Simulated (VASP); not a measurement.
# Cl (P6_3/mmc) in VASP: further runs

The runs below take Cl through electric field gradients, with PBE.

Everything below comes from runs of VASP 6.6.1. Logs are shortened: lines on timing, memory, paths and dates and some standing lists are left out, and cuts for length are marked.

**1. The cell of the first run**

It takes space group P6_3/mmc (No. 194, hexagonal). The conventional cell has a = 3.716 Å, b = 3.716 Å, c = 3.976 Å, α = 90.00°, β = 90.00°, γ = 120.00°. Cl (site symmetry -6m2) has 14 Cl at 2.93 to 3.98 Å within 4.0 Å.

**2. Electric field gradients, PBE (23.78 Å³/atom)**

INCAR

```
SYSTEM = Cl
PREC = Accurate
ENCUT = 520
EDIFF = 1E-8
ISMEAR = -1
SIGMA = 0.03
LREAL = .False.
LASPH = .True.
NELM = 60
ALGO = Normal
ISIF = 2
LWAVE = .False.
LCHARG = .False.
GGA = PE
LEFG = .True.
NBANDS = 14
```

KPOINTS

```
regular mesh
0
Gamma
  19 19 10
  0 0 0
```

POSCAR

```
Cl
1.0
    3.7164181046      0.0000000000      0.0000000000
   -1.8582090523      3.2185124897      0.0000000000
    0.0000000000      0.0000000000      3.9758582648
Cl
2
Direct
    0.3333333333      0.6666666667      0.2500000000
    0.6666666667      0.3333333333      0.7500000000
```

Potentials or basis: VASP PAW PBE potentials, release 64 (Cl).

Command:

```bash
> cat potpaw_PBE.64/Cl/POTCAR > POTCAR
> mpirun -np 1 vasp_std > vasp.out
```

OUTCAR:

```text
SYSTEM = Cl
   PREC = Accurate
   ENCUT = 520
   EDIFF = 1E-8
   ISMEAR = -1
   LREAL = .False.
   LASPH = .True.
   NELM = 60
   ISIF = 2
   GGA = PE

 ion  position               nearest neighbor table
   1  0.333  0.667  0.250-
   2  0.667  0.333  0.750-

  LATTYP: Found a hexagonal cell.
 ALAT       =     3.7164181046
 C/A-ratio  =     1.0698091961

  Lattice vectors:

 A1 = (   3.7164181046,   0.0000000000,   0.0000000000)
 A2 = (  -1.8582090523,   3.2185124897,   0.0000000000)
 A3 = (   0.0000000000,   0.0000000000,   3.9758582648)

Analysis of symmetry for initial positions (statically):
=====================================================================
 Subroutine PRICEL returns:
 Original cell was already a primitive cell.

 Routine SETGRP: Setting up the symmetry group for a
 hexagonal supercell.

 Subroutine GETGRP returns: Found 24 space group operations
 (whereof 12 operations were pure point group operations)
 out of a pool of 24 trial point group operations.

The static configuration has the point symmetry D_3d.
 The point group associated with its full space group is D_6h.

Analysis of symmetry for dynamics (positions and initial velocities):
=====================================================================
 Subroutine PRICEL returns:
 Original cell was already a primitive cell.

 Routine SETGRP: Setting up the symmetry group for a
 hexagonal supercell.

 Subroutine GETGRP returns: Found 24 space group operations
 (whereof 12 operations were pure point group operations)
 out of a pool of 24 trial point group operations.

The dynamic configuration has the point symmetry D_3d.
 The point group associated with its full space group is D_6h.

 Subroutine INISYM returns: Found 24 space group operations
 (whereof 12 operations are pure point group operations),
 and found     1 'primitive' translations

----------------------------------------------------------------------------------------

                                     Primitive cell

  volume of cell :      47.5566

[... 134 lines left out ...]
  energy without entropy =       -2.17596497  energy(sigma->0) =       -2.18110750

 E-fermi :   0.9774     XC(G=0):  -8.8797

 val. band max:        0.9731159878   @ k =   0.3684   0.2105   0.2000
 cond. band min:       0.9817984353   @ k =   0.3684   0.2632   0.3000
 fundamental gap:      0.0086824476
 Fermi energy:         0.9774305940

 k-point     1 :       0.0000    0.0000    0.0000
  band No.  band energies     occupation
      1     -14.3762      2.00000
      2     -11.7402      2.00000
      3      -2.6626      2.00000
      4      -1.0087      2.00000
      5      -1.0087      2.00000
      6       0.7668      1.99822
      7       0.7668      1.99822
      8       1.6978      0.00000
      9       8.7727      0.00000
     10       9.2619      0.00000
     11      13.0448      0.00000
     12      13.0448      0.00000
     13      14.5212      0.00000
     14      14.5212      0.00000
[... 377 lines left out ...]
      1     -13.6039      2.00000
      2     -12.3429      2.00000
      3      -2.2674      2.00000
      4      -1.6666      2.00000
      5      -1.5789      2.00000
      6      -0.2030      2.00000
      7       0.3147      2.00000
      8       1.1229      0.01554
      9       9.3536      0.00000
     10      11.8248      0.00000
     11      12.1090      0.00000
     12      12.5683      0.00000
     13      14.1534      0.00000
     14      16.0435      0.00000

 [... further k-points ...]

------------------------ aborting loop because EDIFF is reached ----------------------------------------

  FORCE on cell =-STRESS in cart. coord.  units (eV):
  Direction    XX          YY          ZZ          XY          YZ          ZX
  --------------------------------------------------------------------------------------
  -------------------------------------------------------------------------------------
  Total       -0.3006267     -0.3006267     -0.5020864      0.0000000     -0.0000000      0.0000000
  in kB      -10.1280878    -10.1280878    -16.9152499      0.0000000     -0.0000000      0.0000000
  external PRESSURE =     -12.3904751 kB  Pullay stress =       0.0000000 kB

 VOLUME and BASIS-vectors are now :
 -----------------------------------------------------------------------------
  energy-cutoff  :      520.00
  volume of cell :       47.56
      direct lattice vectors                 reciprocal lattice vectors
     3.716418105  0.000000000  0.000000000     0.269076291  0.155351269  0.000000000
    -1.858209052  3.218512490  0.000000000     0.000000000  0.310702538  0.000000000
     0.000000000  0.000000000  3.975858265     0.000000000  0.000000000  0.251518020

 POSITION                                       TOTAL-FORCE (eV/Angst)
 -----------------------------------------------------------------------------------
     -0.00000      2.14567      0.99396        -0.000000      0.000000      0.000000
      1.85821      1.07284      2.98189         0.000000     -0.000000      0.000000
 -----------------------------------------------------------------------------------
    total drift:                                0.000000     -0.000000      0.000000

  FREE ENERGIE OF THE ION-ELECTRON SYSTEM (eV)
  ---------------------------------------------------
  free  energy   TOTEN  =        -2.1862500274 eV

  energy  without entropy=       -2.1759649674  energy(sigma->0) =       -2.18110750

 Electric field gradients (V/A^2)
---------------------------------------------------------------------
 ion       V_xx      V_yy      V_zz      V_xy      V_xz      V_yz
---------------------------------------------------------------------
   1     -68.722   -68.723   137.445    -0.001    -0.000     0.000
   2     -68.722   -68.723   137.445    -0.001     0.000    -0.000
---------------------------------------------------------------------

 Electric field gradients after diagonalization (V/A^2)
 (convention: |V_zz| > |V_xx| > |V_yy|)
----------------------------------------------------------------------
 ion       V_xx      V_yy      V_zz     asymmetry (V_yy - V_xx)/ V_zz
----------------------------------------------------------------------
   1     -68.723   -68.722   137.445       0.000
   2     -68.723   -68.722   137.445       0.000
----------------------------------------------------------------------

           NMR quadrupolar parameters

 Cq : quadrupolar parameter    Cq=e*Q*V_zz/h
 eta: asymmetry parameters     (V_yy - V_xx)/ V_zz
 Q  : nuclear electric quadrupole moment in mb (millibarn)
----------------------------------------------------------------------
 ion       Cq(MHz)       eta       Q (mb)
----------------------------------------------------------------------
   1       0.332       0.000       1.000
   2       0.332       0.000       1.000
----------------------------------------------------------------------
```

stdout:

```text
POSCAR found type information on POSCAR Cl
 POSCAR found :  1 types and       2 ions
 scaLAPACK will be used
 LDA part: xc-table for (Slater+PW92), standard interpolation
 POSCAR, INCAR and KPOINTS ok, starting setup
 FFT: planning ... GRIDC
 FFT: planning ... GRID_SOFT
 FFT: planning ... GRID
 WAVECAR not read
 entering main loop
ion   1

ion   2
```

Wall time 2.7 min (1 thread of Intel Xeon 8259CL, shared host); peak memory 0.24 GiB.

What came out:

- Free energy: -2.1863 eV
- Pressure: -1.2 GPa
- Band gap on the k mesh: zero (bands 7 and 8 overlap by 1.77 eV)
- Largest electric field gradient by atom: Cl +137.4 V/Å²

Stress tensor (GPa, compression positive):
```
-1.01  0.00  0.00
 0.00 -1.01  0.00
 0.00  0.00 -1.69
```

Levels at points of the mesh, in eV from the Fermi level:
```tsv
k point	band 3	band 4	band 5	band 6	band 7	band 8	band 9	band 10	band 11	band 12
(0.00, 0.00, 0.00)	-3.64	-1.99	-1.99	-0.21	-0.21	0.72	7.80	8.28	12.07	12.07
(0.00, 0.00, 0.50)	-1.87	-1.87	-1.09	-1.09	-1.09	-1.09	10.34	10.34	11.06	11.06
```

Electric field gradients, principal values (V/Å²):
```csv
atom,least,middle,greatest (by size)
1 Cl,-68.722,-68.723,137.445
2 Cl,-68.722,-68.723,137.445
```

Caveat: without QUAD_EFG the Cq values of the log hold for a quadrupole moment of 1 mb, not for the nuclei.

**3. Electric field gradients, PBE (23.78 Å³/atom)**

INCAR

```
PREC     = Accurate       # precision mode
ENCUT    = 520            # plane-wave cutoff, eV
EDIFF    = 1E-8           # SCF threshold, eV
ISMEAR   = -1             # smearing method
SIGMA    = 0.03           # smearing width, eV
LREAL    = F              # projectors in reciprocal space
LASPH    = T              # aspherical terms in the spheres
NELM     = 60             # most SCF steps
ALGO     = Normal         # electronic algorithm
ISIF     = 2              # what is computed and relaxed
LWAVE    = F              # write WAVECAR
LCHARG   = F              # write CHGCAR
GGA      = PE             # functional
LEFG     = T            
NBANDS   = 14             # bands
```

KPOINTS

```
regular mesh
0
Gamma
  19 19 10
```

POSCAR is that of step 2.

Potentials or basis: VASP PAW PBE potentials, release 64 (Cl).

Command:

```bash
> cat potpaw_PBE.64/Cl/POTCAR > POTCAR
> mpirun -np 1 vasp_std > vasp.out
```

OUTCAR:

```text
PREC = Accurate
   ENCUT = 520
   EDIFF = 1E-8
   ISMEAR = -1
   LREAL = F
   LASPH = T
   NELM = 60
   ISIF = 2
   GGA = PE

 ion  position               nearest neighbor table
   1  0.333  0.667  0.250-
   2  0.667  0.333  0.750-

  LATTYP: Found a hexagonal cell.
 ALAT       =     3.7164181046
 C/A-ratio  =     1.0698091961

  Lattice vectors:

 A1 = (   3.7164181046,   0.0000000000,   0.0000000000)
 A2 = (  -1.8582090523,   3.2185124897,   0.0000000000)
 A3 = (   0.0000000000,   0.0000000000,   3.9758582648)

Analysis of symmetry for initial positions (statically):
=====================================================================
 Subroutine PRICEL returns:
 Original cell was already a primitive cell.

 Routine SETGRP: Setting up the symmetry group for a
 hexagonal supercell.

 Subroutine GETGRP returns: Found 24 space group operations
 (whereof 12 operations were pure point group operations)
 out of a pool of 24 trial point group operations.
[... 596 lines left out ...]
      direct lattice vectors                 reciprocal lattice vectors
     3.716418105  0.000000000  0.000000000     0.269076291  0.155351269  0.000000000
    -1.858209052  3.218512490  0.000000000     0.000000000  0.310702538  0.000000000
     0.000000000  0.000000000  3.975858265     0.000000000  0.000000000  0.251518020

 POSITION                                       TOTAL-FORCE (eV/Angst)
 -----------------------------------------------------------------------------------
     -0.00000      2.14567      0.99396        -0.000000      0.000000      0.000000
      1.85821      1.07284      2.98189         0.000000     -0.000000      0.000000
 -----------------------------------------------------------------------------------
    total drift:                                0.000000     -0.000000      0.000000

  FREE ENERGIE OF THE ION-ELECTRON SYSTEM (eV)
  ---------------------------------------------------
  free  energy   TOTEN  =        -2.1862500274 eV

  energy  without entropy=       -2.1759649674  energy(sigma->0) =       -2.18110750

 Electric field gradients (V/A^2)
---------------------------------------------------------------------
 ion       V_xx      V_yy      V_zz      V_xy      V_xz      V_yz
---------------------------------------------------------------------
   1     -68.722   -68.723   137.445    -0.001    -0.000     0.000
   2     -68.722   -68.723   137.445    -0.001     0.000    -0.000
---------------------------------------------------------------------

 Electric field gradients after diagonalization (V/A^2)
 (convention: |V_zz| > |V_xx| > |V_yy|)
----------------------------------------------------------------------
 ion       V_xx      V_yy      V_zz     asymmetry (V_yy - V_xx)/ V_zz
----------------------------------------------------------------------
   1     -68.723   -68.722   137.445       0.000
   2     -68.723   -68.722   137.445       0.000
----------------------------------------------------------------------

           NMR quadrupolar parameters

 Cq : quadrupolar parameter    Cq=e*Q*V_zz/h
 eta: asymmetry parameters     (V_yy - V_xx)/ V_zz
 Q  : nuclear electric quadrupole moment in mb (millibarn)
----------------------------------------------------------------------
 ion       Cq(MHz)       eta       Q (mb)
----------------------------------------------------------------------
   1       0.332       0.000       1.000
   2       0.332       0.000       1.000
----------------------------------------------------------------------
```

OSZICAR:

```text
N       E                     dE             d eps       ncg     rms          rms(c)
DAV:   1     0.788033966801E+02    0.78803E+02   -0.63403E+03  6720   0.865E+02
DAV:   2     0.198397045154E+01   -0.76819E+02   -0.73506E+02  9866   0.167E+02
DAV:   3    -0.216490185675E+01   -0.41489E+01   -0.40903E+01  8916   0.420E+01
DAV:   4    -0.220611725972E+01   -0.41215E-01   -0.41197E-01  8190   0.513E+00
DAV:   5    -0.220680443615E+01   -0.68718E-03   -0.68713E-03  8946   0.665E-01    0.550E+00
DAV:   6    -0.218830128316E+01    0.18503E-01   -0.21502E-02  8478   0.728E-01    0.336E+00
DAV:   7    -0.218674252733E+01    0.15588E-02   -0.21404E-02  8820   0.766E-01    0.389E-01
DAV:   8    -0.218623554027E+01    0.50699E-03   -0.20114E-03  8034   0.240E-01    0.276E-02
DAV:   9    -0.218624738199E+01   -0.11842E-04   -0.44688E-05  9204   0.445E-02    0.101E-02
DAV:  10    -0.218624958617E+01   -0.22042E-05   -0.29259E-06  8148   0.115E-02    0.366E-03
DAV:  11    -0.218624993277E+01   -0.34660E-06   -0.70197E-07  8616   0.557E-03    0.768E-04
DAV:  12    -0.218625005093E+01   -0.11816E-06   -0.32948E-08  8640   0.127E-03    0.492E-04
DAV:  13    -0.218625003413E+01    0.16799E-07   -0.28306E-09  6684   0.321E-04    0.833E-05
DAV:  14    -0.218625002743E+01    0.67010E-08   -0.47319E-10  5040   0.167E-04
   1 F= -.21862500E+01 E0= -.21811075E+01  d E =-.102851E-01
```

stdout:

```text
POSCAR found type information on POSCAR Cl
 POSCAR found :  1 types and       2 ions
 scaLAPACK will be used
 LDA part: xc-table for (Slater+PW92), standard interpolation
 POSCAR, INCAR and KPOINTS ok, starting setup
 FFT: planning ... GRIDC
 FFT: planning ... GRID_SOFT
 FFT: planning ... GRID
 WAVECAR not read
 entering main loop
ion   1

ion   2
```

It took 2.4 min on 1 thread of Intel Xeon 8259CL, shared host; peak memory 0.24 GiB.

What came out:

- Free energy: -2.1863 eV
- Pressure: -1.2 GPa
- Band gap on the k mesh: zero (bands 7 and 8 overlap by 1.77 eV)
- Largest electric field gradient by atom: Cl +137.4 V/Å²

Electric field gradients, principal values (V/Å²):
```tsv
atom	least	middle	greatest (by size)
1 Cl	-68.722	-68.723	137.445
2 Cl	-68.722	-68.723	137.445
```

Caveat: without QUAD_EFG the Cq values of the log hold for a quadrupole moment of 1 mb, not for the nuclei.
